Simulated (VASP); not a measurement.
C, 4 atoms in the cell. It takes space group Cmme (No. 67, orthorhombic). Conventional cell: a = 2.456 Å, b = 4.254 Å, c = 7.173 Å, α = 90.00°, β = 90.00°, γ = 90.00°. Within 1.9 Å of C (site symmetry m) lie 3 C at 1.42 Å. 

- Program: VASP 6.6.1
- Task: single point
- Functional: r2SCAN
- Potentials or basis: VASP PAW PBE potentials, release 64 (C)
- Cutoff: 660 eV
- k mesh: 10 × 10 × 3
- Occupations: methfessel-paxton, width 0.025 eV
- Spin: no spin polarisation
- Dipole correction: no
- Further INCAR settings: ALGO = Normal; EDIFF = 1e-06; NBANDS = 16

Potentials or basis: VASP PAW PBE potentials, release 64 (C).

Run with:

```console
$ cat potpaw_PBE.64/C/POTCAR > POTCAR
$ cp INCAR.step1 INCAR
$ mpirun -np 1 vasp_std > vasp.out
$ cp INCAR.step2 INCAR
$ mpirun -np 1 vasp_std > vasp.out
```

Hardware: 1 thread of Intel(R) Xeon(R) Platinum 8488C (Sapphire Rapids), with other jobs on the host.

How long does it take, and how much memory?

It took 2.5 min on 1 thread of Intel(R) Xeon(R) Platinum 8488C (Sapphire Rapids), with other jobs on the host, peak memory 0.19 GiB. Counts: k points 62.
